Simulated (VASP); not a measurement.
# CuO in VASP: notebook

Runs on CuO. Level: PBEsol. Tasks: single point.

Everything below comes from runs of VASP 6.6.1. Logs are shortened: lines on timing, memory, paths and dates and some standing lists are left out, and cuts for length are marked.

### 1 The cell of the first run

Symmetry: Cc, No. 9, monoclinic system. The conventional cell has a = 4.689 Å, b = 3.427 Å, c = 5.132 Å, α = 90.00°, β = 99.65°, γ = 90.00°. Within 2.5 Å of Cu (site symmetry 1) lie 4 O at 1.91 to 2.02 Å. O (site symmetry 1) has 4 Cu at 1.91 to 2.02 Å within 2.5 Å.

### 2 Single point, PBEsol

The input, INCAR:

```
PREC = Accurate
ENCUT = 820
EDIFF = 1E-6
ISMEAR = 0
SIGMA = 0.1
LREAL = F
LASPH = T
NELM = 120
ALGO = Normal
ISIF = 2
LWAVE = F
LCHARG = F
GGA = PS
NBANDS = 33
GGA_COMPAT = F
```

The input, KPOINTS:

```
regular mesh
0
Gamma
  4 4 2
```

The input, POSCAR:

```
CuO
1.0
    2.3446500000     -1.7134000000      0.0000000000
    2.3446500000      1.7134000000      0.0000000000
   -0.8605500000      0.0000000000      5.0594400000
Cu O
2 2
Direct
    0.0032000000      0.4968000000      0.0000000000
    0.4968000000      0.0032000000      0.5000000000
    0.5714000000      0.4056000000      0.2537000000
    0.4056000000      0.5714000000      0.7537000000
```

Potentials or basis: VASP PAW PBE potentials, release 64 (Cu_sv_GW, O).

Started as:

```
$ cat potpaw_PBE.64/Cu_sv_GW/POTCAR potpaw_PBE.64/O/POTCAR > POTCAR
$ mpirun -np 1 vasp_std > vasp.out
```

OUTCAR:

```text
PREC = Accurate
   ENCUT = 820
   EDIFF = 1E-6
   ISMEAR = 0
   LREAL = F
   LASPH = T
   NELM = 120
   ISIF = 2
   GGA = PS

 ion  position               nearest neighbor table
   1  0.003  0.497  0.000-   4 1.91   3 1.93   4 1.98   3 2.02
   2  0.497  0.003  0.500-   3 1.91   4 1.93   3 1.98   4 2.02
   3  0.571  0.406  0.254-   2 1.91   1 1.93   2 1.98   1 2.02
   4  0.406  0.571  0.754-   1 1.91   2 1.93   1 1.98   2 2.02

  LATTYP: Found a base centered monoclinic cell.
 ALAT       =     4.6893000000
 B/A-ratio  =     0.7307700510
 C/A-ratio  =     1.0944283424
 COS(beta)  =    -0.1676798048

  Lattice vectors:

 A1 = (   2.3446500000,  -1.7134000000,   0.0000000000)
 A2 = (   2.3446500000,   1.7134000000,   0.0000000000)
 A3 = (  -0.8605500000,   0.0000000000,   5.0594400000)

Analysis of symmetry for initial positions (statically):
=====================================================================
 Subroutine PRICEL returns:
 Original cell was already a primitive cell.

 Routine SETGRP: Setting up the symmetry group for a
 base centered monoclinic supercell.

 Subroutine GETGRP returns: Found  2 space group operations
 (whereof  1 operations were pure point group operations)
 out of a pool of  4 trial point group operations.

The static configuration has the point symmetry C_1 .
 The point group associated with its full space group is C_1h.

Analysis of symmetry for dynamics (positions and initial velocities):
=====================================================================
 Subroutine PRICEL returns:
 Original cell was already a primitive cell.

 Routine SETGRP: Setting up the symmetry group for a
 base centered monoclinic supercell.

 Subroutine GETGRP returns: Found  2 space group operations
 (whereof  1 operations were pure point group operations)
 out of a pool of  4 trial point group operations.

The dynamic configuration has the point symmetry C_1 .
 The point group associated with its full space group is C_1h.

 Subroutine INISYM returns: Found  2 space group operations
 (whereof  1 operations are pure point group operations),
 and found     1 'primitive' translations

----------------------------------------------------------------------------------------

                                     Primitive cell

  volume of cell :      40.6508

[... 79 lines left out ...]
   ENCUT  =  820.0 eV  60.27 Ry    7.76 a.u.   6.78  6.78 11.98*2*pi/ulx,y,z
   NELM   =    120;   NELMIN=  2; NELMDL= -5     # of ELM steps
   EDIFF  = 0.1E-05   stopping-criterion for ELM
   LREAL  =      F    real-space projection
   EDIFFG = 0.1E-04   stopping-criterion for IOM
   NSW    =      0    number of steps for IOM
   IBRION =     -1    ionic relax: 0-MD 1-quasi-New 2-CG
   NFREE  =      0    steps in history (QN), initial steepest desc. (CG)
   ISIF   =      2    stress and relaxation
   ISYM   =      2    0-nonsym 1-usesym 2-fastsym
   POTIM  = 0.5000    time-step for ionic-motion
   TEBEG  =    0.0;   TEEND  =   0.0 temperature during run
   PSTRESS=    0.0 pullay stress
   NELECT =      50.0000    total number of electrons
   NUPDOWN=      -1.0000    fix difference up-down
   EMIN   =  10.00;   EMAX   =-10.00  energy-range for DOS
   EFERMI =   0.00;   METHOD = LEGACY
   ISMEAR =     0;   SIGMA  =   0.10  broadening in eV -4-tet -1-fermi 0-gaus
   EFERMI_NEDOS =   21; number of points for ismear=-14 and -15
   IALGO  =     38    algorithm
   IMIX   =      4    mixing-type and parameters
     AMIX     =   0.40;   BMIX     =  1.00
     AMIX_MAG =   1.60;   BMIX_MAG =  1.00
  volume/ion in A,a.u.               =      10.16        68.58
  Fermi-wavevector in a.u.,A,eV,Ry     =   1.754049  3.314672 41.860887  3.076688
  Thomas-Fermi vector in A             =   2.824066
   LORBIT       =      0    0 simple, 1 ext, 2 COOP (PROOUT), +10 PAW based schemes
   GGA     = PS    functional components
   LHFCALC =     F    Hartree Fock is set to
   AEXX    =    0.0000 exact exchange contribution
   IVDW    =     0    specifies the selected vdW correction
   LEPSILON=     F    determine dielectric tensor
   LRPA    =     F    only Hartree local field effects (RPA)
 non-spin polarized calculation
 Gauss-broadening in eV      SIGMA  =   0.10
  energy-cutoff  :      820.00
  volume of cell :       40.65
 maximum number of plane-waves:      2186
   NGX = 13   NGY = 13   NGZ = 23

 number of electron      49.9999991 magnetization

 Free energy of the ion-electron system (eV)
  ---------------------------------------------------
  ext. energy  EPLUGINS =         0.00000000
  ---------------------------------------------------
  free energy    TOTEN  =       -21.51813981 eV

  energy without entropy =      -21.50210348  energy(sigma->0) =      -21.51012164

 E-fermi :   5.5187     XC(G=0): -12.5408

 val. band max:        5.5063949935   @ k =   0.5000   0.0000   0.0000
 cond. band min:       5.5421850724   @ k =   0.2500   0.2500   0.5000
 fundamental gap:      0.0357900788
 Fermi energy:         5.5187391445

 k-point     1 :       0.0000    0.0000    0.0000
  band No.  band energies     occupation
      1    -106.7050      2.00000
      2    -106.7045      2.00000
      3     -64.3879      2.00000
      4     -64.3874      2.00000
      5     -64.3562      2.00000
      6     -64.3467      2.00000
[... 493 lines left out ...]
     32      18.2691      0.00000
     33      21.3542      0.00000

------------------------ aborting loop because EDIFF is reached ----------------------------------------

  FORCE on cell =-STRESS in cart. coord.  units (eV):
  Direction    XX          YY          ZZ          XY          YZ          ZX
  --------------------------------------------------------------------------------------
  -------------------------------------------------------------------------------------
  Total       -1.0439317     -0.3307089     -1.3817437      0.0000000      0.0000000     -0.1544536
  in kB      -41.1446560    -13.0342844    -54.4588973      0.0000000      0.0000000     -6.0875047
  external PRESSURE =     -36.2126126 kB  Pullay stress =       0.0000000 kB

 VOLUME and BASIS-vectors are now :
 -----------------------------------------------------------------------------
  energy-cutoff  :      820.00
  volume of cell :       40.65
      direct lattice vectors                 reciprocal lattice vectors
     2.344650000 -1.713400000  0.000000000     0.213251445 -0.291817439  0.036271510
     2.344650000  1.713400000  0.000000000     0.213251445  0.291817439  0.036271510
    -0.860550000  0.000000000  5.059440000     0.000000000  0.000000000  0.197650333

 POSITION                                       TOTAL-FORCE (eV/Angst)
 -----------------------------------------------------------------------------------
      1.17233      0.84573      0.00000        -0.605651      0.340434      0.224780
      0.74205     -0.84573      2.52972        -0.605651     -0.340434      0.224780
      2.07240     -0.28408      1.28358         0.605651      0.400618     -0.224780
      1.64213      0.28408      3.81330         0.605651     -0.400618     -0.224780
 -----------------------------------------------------------------------------------
    total drift:                               -0.001856      0.000000      0.000918

  FREE ENERGIE OF THE ION-ELECTRON SYSTEM (eV)
  ---------------------------------------------------
  free  energy   TOTEN  =       -21.5181398079 eV

  energy  without entropy=      -21.5021034793  energy(sigma->0) =      -21.51012164
```

OSZICAR:

```text
N       E                     dE             d eps       ncg     rms          rms(c)
DAV:   1     0.104849245660E+04    0.10485E+04   -0.40442E+04  1431   0.595E+03
DAV:   2     0.820598023323E+02   -0.96643E+03   -0.93028E+03  1567   0.142E+03
DAV:   3    -0.230004476595E+02   -0.10506E+03   -0.10296E+03  1810   0.500E+02
DAV:   4    -0.272119640090E+02   -0.42115E+01   -0.41854E+01  1433   0.124E+02
DAV:   5    -0.274141589394E+02   -0.20219E+00   -0.20194E+00  1664   0.212E+01    0.174E+01
DAV:   6    -0.262896726870E+02    0.11245E+01   -0.48142E+01  1624   0.355E+02    0.169E+01
DAV:   7    -0.214720060479E+02    0.48177E+01   -0.16264E+01  1504   0.289E+02    0.380E+00
DAV:   8    -0.215398256520E+02   -0.67820E-01   -0.15225E+00  1456   0.123E+01    0.190E+00
DAV:   9    -0.215199987330E+02    0.19827E-01   -0.60547E-02  1760   0.119E+01    0.442E-01
DAV:  10    -0.215180599688E+02    0.19388E-02   -0.63370E-03  1808   0.358E+00    0.154E-01
DAV:  11    -0.215181839987E+02   -0.12403E-03   -0.94882E-04  1704   0.609E-01    0.585E-02
DAV:  12    -0.215181399520E+02    0.44047E-04   -0.14635E-04  1664   0.254E-01    0.116E-02
DAV:  13    -0.215181395884E+02    0.36357E-06   -0.18132E-05  1448   0.187E-01    0.468E-03
DAV:  14    -0.215181398079E+02   -0.21952E-06   -0.33073E-07   632   0.582E-02
   1 F= -.21518140E+02 E0= -.21510122E+02  d E =-.160363E-01
```

stdout:

```text
POSCAR found type information on POSCAR CuO
 POSCAR found :  2 types and       4 ions
 scaLAPACK will be used
 -----------------------------------------------------------------------------
|                                                                             |
|                                                                             |
|     You enforced a specific xc type in the INCAR file but a different       |
|     I HOPE YOU KNOW WHAT YOU ARE DOING!                                     |
|                                                                             |
 -----------------------------------------------------------------------------

 LDA part: xc-table for (Slater+PW92), standard interpolation
 POSCAR, INCAR and KPOINTS ok, starting setup
 FFT: planning ... GRIDC
 FFT: planning ... GRID_SOFT
 FFT: planning ... GRID
 WAVECAR not read
 entering main loop
```

It took 44 s on 1 thread of Intel Xeon Platinum 8259CL at 2.50GHz (Skylake/Cascade Lake), shared host; peak memory 0.21 GiB.

Results:

| Property | Result |
| --- | --- |
| Free energy | -21.5181 eV |
| Pressure | -3.6 GPa |
| Largest force | 0.760 eV/Å |
| Band gap on the k mesh | zero (bands 25 and 26 overlap by 0.68 eV) |

Forces in eV/Å, atoms in the order of the input:
```
Cu  -0.606  0.340  0.225
Cu  -0.606 -0.340  0.225
O    0.606  0.401 -0.225
O    0.606 -0.401 -0.225
```

Stress tensor (GPa, compression positive):
```
-4.11  0.00 -0.61
 0.00 -1.30  0.00
-0.61  0.00 -5.45
```

Caveat: the k points lie up to 0.62 Å⁻¹ apart, too coarse for converged energies and pressures of a metal; the PAW data sets were made with another functional, which shifts forces and pressure a little; semilocal functionals often make such compounds metallic where correlation or magnetic order opens a gap, which also shifts bond lengths.

### 3 Single point, PBEsol

This run uses another cell than the first one, of 10.03 Å³/atom.

The input, INCAR:

```
SYSTEM = CuO
PREC = Accurate ; ENCUT = 820
EDIFF = 1E-6 ; ISMEAR = 0
SIGMA = 0.1 ; LREAL = .FALSE.
LASPH = .TRUE. ; NELM = 120
ALGO = Normal ; ISIF = 2
LWAVE = .FALSE. ; LCHARG = .FALSE.
GGA = PS ; NBANDS = 33
GGA_COMPAT = .FALSE.
```

The input, KPOINTS:

```
Automatic mesh
0
G
  4 4 2
  0 0 0
```

The input, POSCAR:

```
CuO
1.0
    2.3404404522     -1.7107783127     -0.0229301573
    2.3197430003      1.6824555157     -0.0101368612
   -0.8908838133      0.0240860588      5.0786274137
Cu O
2 2
Direct
   -0.0082652229      0.4939545091     -0.0055067082
    0.4909130835     -0.0195801087      0.4987901057
    0.5733962104      0.3983939412      0.2576963426
    0.3918683292      0.5610426818      0.7397132466
```

Potentials or basis: VASP PAW PBE potentials, release 64 (Cu_sv_GW, O).

Started as:

```
$ cat potpaw_PBE.64/Cu_sv_GW/POTCAR potpaw_PBE.64/O/POTCAR > POTCAR
$ mpirun -np 1 vasp_std > vasp.out
```

OUTCAR:

```text
SYSTEM = CuO
   PREC = Accurate
   ENCUT = 820
   EDIFF = 1E-6
   ISMEAR = 0
   LREAL = .FALSE.
   LASPH = .TRUE.
   NELM = 120
   ISIF = 2
   GGA = PS

 ion  position               nearest neighbor table
   1  0.992  0.494  0.994-   4 1.94   3 1.97   4 1.99   3 2.05
   2  0.491  0.980  0.499-   4 1.90   3 1.91   3 1.93   4 1.95
   3  0.573  0.398  0.258-   2 1.91   2 1.93   1 1.97   1 2.05
   4  0.392  0.561  0.740-   2 1.90   1 1.94   2 1.95   1 1.99

  LATTYP: Found a triclinic cell.
 ALAT       =     2.8991291343
 B/A-ratio  =     1.1704622010
[... 914 lines left out ...]
  Direction    XX          YY          ZZ          XY          YZ          ZX
  --------------------------------------------------------------------------------------
  -------------------------------------------------------------------------------------
  Total       -0.4912375      0.0991570     -1.1613818      0.4006028      0.5396268      0.0206538
  in kB      -19.6260065      3.9615392    -46.3997235     16.0049502     21.5592612      0.8251652
  external PRESSURE =     -20.6880636 kB  Pullay stress =       0.0000000 kB

 VOLUME and BASIS-vectors are now :
 -----------------------------------------------------------------------------
  energy-cutoff  :      820.00
  volume of cell :       40.10
      direct lattice vectors                 reciprocal lattice vectors
     2.340440452 -1.710778313 -0.022930157     0.213074834 -0.293550617  0.038769412
     2.319743000  1.682455516 -0.010136861     0.216641816  0.295887568  0.036599637
    -0.890883813  0.024086059  5.078627414     0.001394453 -0.000734803  0.197151693

 POSITION                                       TOTAL-FORCE (eV/Angst)
 -----------------------------------------------------------------------------------
      2.58097     -0.84163      5.02291        -0.413630      0.122510      0.323181
      2.97891      0.82168      2.51197        -0.118574     -0.044645     -0.042520
      2.03659     -0.30447      1.29156         0.217272      0.268562     -0.719250
      1.55962      0.29135      3.74206         0.314932     -0.346427      0.438590
 -----------------------------------------------------------------------------------
    total drift:                                0.000572      0.000036     -0.001733

  FREE ENERGIE OF THE ION-ELECTRON SYSTEM (eV)
  ---------------------------------------------------
  free  energy   TOTEN  =       -21.5077213705 eV

  energy  without entropy=      -21.4945261558  energy(sigma->0) =      -21.50112376
```

stdout:

```text
POSCAR found type information on POSCAR CuO
 POSCAR found :  2 types and       4 ions
 scaLAPACK will be used
 -----------------------------------------------------------------------------
|                                                                             |
|                                                                             |
|     You enforced a specific xc type in the INCAR file but a different       |
|     I HOPE YOU KNOW WHAT YOU ARE DOING!                                     |
|                                                                             |
 -----------------------------------------------------------------------------

 LDA part: xc-table for (Slater+PW92), standard interpolation
 POSCAR, INCAR and KPOINTS ok, starting setup
 FFT: planning ... GRIDC
 FFT: planning ... GRID_SOFT
 FFT: planning ... GRID
 WAVECAR not read
 entering main loop
```

Wall time 32 s (1 thread of Intel Xeon 6975P-C (Granite Rapids), shared host); peak memory 0.22 GiB.

What came out:

```
Free energy            : -21.5077 eV
Pressure               : -2.1 GPa
Largest force          : 0.798 eV/Å
Band gap on the k mesh : zero (bands 25 and 26 overlap by 0.57 eV)
```

Forces on the atoms (eV/Å):
```
Cu  -0.414  0.123  0.323
Cu  -0.119 -0.045 -0.043
O    0.217  0.269 -0.719
O    0.315 -0.346  0.439
```

Levels at points of the mesh, in eV from the Fermi level:
```
           k point  band 23  band 24  band 25  band 26  band 27  band 28
(0.00, 0.00, 0.00)    -2.07    -1.63     0.21     0.97     1.68     5.90
(0.50, 0.00, 0.00)    -1.54    -1.39    -0.04     0.42     4.88     6.27
(0.00, 0.50, 0.00)    -1.38    -1.30    -0.02     0.16     4.58     6.21
(0.50, 0.50, 0.00)    -1.64    -1.17    -0.55     1.10     3.28     6.88
(0.00, 0.00, 0.50)    -1.51    -1.37     0.12     0.42     3.75     4.07
(0.50, 0.00, 0.50)    -1.73    -1.51    -0.04     0.84     5.30     6.10
(0.00, 0.50, 0.50)    -1.67    -1.53    -0.04     0.72     4.74     6.85
(0.50, 0.50, 0.50)    -1.27    -1.20    -0.42    -0.32     5.07     5.26
```

Caveat: the k points lie up to 0.62 Å⁻¹ apart, too coarse for converged energies and pressures of a metal; the PAW data sets were made with another functional, which shifts forces and pressure a little; semilocal functionals often make such compounds metallic where correlation or magnetic order opens a gap, which also shifts bond lengths. With open d or f shells a metallic result of PBEsol can be an artefact of self-interaction; +U or a hybrid may open a gap.

### 4 Single point, PBEsol

The input, INCAR:

```
PREC = Accurate
ENCUT = 520
EDIFF = 1E-6
ISMEAR = 1
SIGMA = 0.05
LREAL = F
LASPH = T
NELM = 100
ALGO = Fast
ISIF = 2
LWAVE = F
LCHARG = F
GGA = PS
NBANDS = 25
```

The input, KPOINTS:

```
regular mesh
0
Gamma
  16 16 8
```

The input, POSCAR:

```
CuO
1.0
    2.3446500000     -1.7134000000      0.0000000000
    2.3446500000      1.7134000000      0.0000000000
   -0.8605500000      0.0000000000      5.0594400000
Cu O
2 2
Direct
    0.0032000000      0.4968000000      0.0000000000
    0.4968000000      0.0032000000      0.5000000000
    0.5714000000      0.4056000000      0.2537000000
    0.4056000000      0.5714000000      0.7537000000
```

Potentials or basis: VASP PAW PBE potentials, release 64 (Cu, O).

Started as:

```
$ cat potpaw_PBE.64/Cu/POTCAR potpaw_PBE.64/O/POTCAR > POTCAR
$ mpirun -np 1 vasp_std > vasp.out
```

Run time: 8 min. Hardware: 1 thread of Oxide Virtual Turin-like, shared host; peak memory 0.5 GiB.

It converged, with:

| Quantity | Value |
| --- | --- |
| Free energy | -21.2960 eV |
| Pressure | -2.0 GPa |
| Largest force | 0.755 eV/Å |
| Band gap on the k mesh | zero (bands 17 and 18 overlap by 0.73 eV) |

Forces in eV/Å, atoms in the order of the input:
```
Cu  -0.615  0.337  0.236
Cu  -0.615 -0.337  0.236
O    0.615  0.369 -0.236
O    0.615 -0.369 -0.236
```

Stress tensor (GPa, compression positive):
```
-2.31  0.00 -1.14
 0.00 -0.03  0.00
-1.14  0.00 -3.52
```

Levels at points of the mesh, in eV from the Fermi level:
| k point | band 15 | band 16 | band 17 | band 18 | band 19 | band 20 |
| --- | --- | --- | --- | --- | --- | --- |
| (0.00, 0.00, 0.00) | -2.12 | -1.63 | 0.22 | 0.92 | 1.65 | 5.92 |
| (0.50, 0.00, 0.00) | -1.47 | -1.38 | -0.04 | 0.29 | 4.80 | 6.21 |
| (0.50, 0.50, 0.00) | -1.68 | -1.20 | -0.63 | 1.07 | 3.27 | 6.96 |
| (0.00, 0.00, 0.50) | -1.45 | -1.45 | 0.24 | 0.24 | 3.87 | 3.87 |
| (0.50, 0.00, 0.50) | -1.72 | -1.58 | -0.09 | 0.74 | 5.05 | 6.47 |
| (0.50, 0.50, 0.50) | -1.28 | -1.28 | -0.43 | -0.43 | 5.13 | 5.13 |

Caveat: the PAW data sets were made with another functional, which shifts forces and pressure a little; semilocal functionals often make such compounds metallic where correlation or magnetic order opens a gap, which also shifts bond lengths. With open d or f shells a metallic result of PBEsol can be an artefact of self-interaction; +U or a hybrid may open a gap.

[end of part 1 of 2]

The gap in the log of VASP goes by the Fermi energy; the results here count the filled bands.